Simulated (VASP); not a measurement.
**Na7Cl8 (a cell with a defect): single point with LDA**

System: Na7Cl8 (a cell with a defect).

```
Na Cl
1.0
     0.00000    5.96159    5.96159
     5.96159    0.00000    5.96159
     5.96159    5.96159    0.00000
Na Cl
7 8
Cartesian
  -0.7455 0.0265 -0.0045
  2.7167 3.1275 -0.1306
  2.2844 -0.6586 2.8936
  5.1598 1.9406 2.6577
  0.2330 3.1663 2.5240
  2.8101 5.7214 3.5753
  3.0726 2.9956 6.6069
  3.3600 3.4843 2.3676
  5.8827 6.7071 2.4316
  6.2131 2.8803 5.3258
  8.8579 5.8421 5.6459
  3.2386 6.0709 6.0775
  6.5293 9.1903 6.9584
  5.7172 5.4845 9.4967
  9.4205 9.0485 9.2350
```

| Quantity | Value |
| --- | --- |
| Program | VASP 6.6.1 |
| Task | single point |
| Functional | LDA |
| Potentials or basis | VASP PAW LDA potentials, release 64 (Na_pv, Cl) |
| Cutoff | 520 eV |
| k mesh | 2 × 2 × 2 |
| Occupations | fermi-dirac, width 0.05 eV |
| Spin | no spin polarisation |
| Dipole correction | no |
| Charge | -1 |
| Further INCAR settings | LREAL = Auto; ALGO = Normal; EDIFF = 1e-07; NBANDS = 66; NELECT = 106.0 |

The largest force is 1.354 eV/Å.

Forces on the atoms (eV/Å):
```
Na   1.268 -0.001  0.476
Na   0.257 -0.138 -0.125
Na  -0.385  0.292 -0.046
Na   0.668 -0.438  0.313
Na   0.030  0.263 -0.100
Na   0.070  0.307 -0.114
Na   0.158 -0.058 -0.170
Cl  -1.096  0.338  0.248
Cl   0.085 -0.608  0.096
Cl  -0.693 -0.202  0.160
Cl  -1.053  0.320 -0.161
Cl  -0.098 -0.148  0.383
Cl   0.154  0.309 -0.335
Cl   0.614  0.246 -0.401
Cl   0.021 -0.483 -0.224
```

Levels at points of the mesh, in eV from the Fermi level:
```csv
k point,band 51,band 52,band 53,band 54,band 55,band 56
"(0.00, 0.00, 0.00)",-1.30,-1.28,-1.19,2.66,4.87,5.04
"(0.50, 0.00, 0.00)",-1.35,-1.27,-1.18,3.84,4.04,5.03
"(0.00, 0.50, 0.00)",-1.38,-1.29,-1.22,3.88,3.96,5.06
"(0.00, 0.00, 0.50)",-1.38,-1.28,-1.25,3.75,4.23,5.27
"(0.50, 0.50, 0.50)",-1.36,-1.30,-1.23,3.80,4.09,5.08
"(0.50, 0.50, 0.00)",-1.36,-1.33,-1.29,4.19,4.31,4.97
"(0.00, 0.50, 0.50)",-1.34,-1.32,-1.22,3.96,4.50,5.07
"(0.50, 0.00, 0.50)",-1.36,-1.28,-1.20,4.10,4.32,5.15
```

It took 4.5 min on 1 thread of Intel(R) Xeon(R) 6975P-C (Granite Rapids), with other jobs on the host, peak memory 0.49 GiB.

Caveat: the k points lie up to 0.46 Å⁻¹ apart; the cell carries a net charge on a neutralising background, which shifts energy and pressure; the cell is charged against a uniform background, so pressure and absolute levels hang on convention.
